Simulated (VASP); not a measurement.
SnTe (CsCl type), 2 atoms in the cell. The structure is cubic, space group Pm-3m (No. 221). The conventional cell has a = 3.726 Å, b = 3.726 Å, c = 3.726 Å, α = 90.00°, β = 90.00°, γ = 90.00°. Sn (site symmetry m-3m) has 8 Te at 3.23 Å and 6 Sn at 3.73 Å within 4.2 Å. Within 4.2 Å of Te (site symmetry m-3m) lie 8 Sn at 3.23 Å and 6 Te at 3.73 Å.  This cell differs from its parent crystal: volume scaled by 0.88.

| Quantity | Value |
| --- | --- |
| Program | VASP 6.6.1 |
| Task | single point |
| Functional | PBE |
| Potentials or basis | VASP PAW PBE potentials, release 64 (Sn_d, Te) |
| Cutoff | 520 eV |
| k mesh | 13 × 13 × 13 |
| Occupations | fermi-dirac, width 0.05 eV |
| Spin | no spin polarisation |
| Dipole correction | no |
| Further INCAR settings | ALGO = Normal; EDIFF = 1e-07; NBANDS = 17 |

Potentials or basis: VASP PAW PBE potentials, release 64 (Sn_d, Te).

Command:

```console
$ cat potpaw_PBE.64/Sn_d/POTCAR potpaw_PBE.64/Te/POTCAR > POTCAR
$ mpirun -np 1 vasp_std > vasp.out
```

Hardware: 1 thread of AMD EPYC 7R13 Processor (Zen 3), with other jobs on the host.

Task: Estimate the wall time of this run.

Result: It took 39 s on 1 thread of AMD EPYC 7R13 Processor (Zen 3), with other jobs on the host, peak memory 0.18 GiB. Counts: scf iterations 14, k points 84.
